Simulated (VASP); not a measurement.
Cu, 1 atom in the cell. It takes space group I4/mmm (No. 139, tetragonal). The conventional cell has a = 2.972 Å, b = 2.972 Å, c = 2.793 Å, α = 90.00°, β = 90.00°, γ = 90.00°. Cu (site symmetry 4/mmm) has 14 Cu at 2.52 to 2.97 Å within 3.3 Å.  This cell differs from its parent crystal: strain +0.030 along x and y, +0.015 along z.

```yaml
Program: VASP 6.6.1
Task: single point
Functional: PBEsol
Potentials_or_basis: VASP PAW PBE potentials, release 64 (Cu)
Cutoff: 520 eV
k_mesh: 24 × 24 × 24
Occupations: gaussian, width 0.15 eV
Spin: no spin polarisation
Dipole_correction: no
Further_INCAR_settings: ALGO = Fast; EDIFF = 1e-07; NBANDS = 12
```

Potentials or basis: VASP PAW PBE potentials, release 64 (Cu).

Command:

```bash
$ cat potpaw_PBE.64/Cu/POTCAR > POTCAR
$ mpirun -np 1 vasp_std > vasp.out
```

Hardware: 1 thread of AMD EPYC 9R45 96-Core Processor (Zen 5), with other jobs on the host.

Question: How long does it take, and how much memory?

Answer: Wall time 100 s on 1 thread of AMD EPYC 9R45 96-Core Processor (Zen 5), with other jobs on the host, peak memory 0.23 GiB. Counts: scf iterations 15, k points 1063.
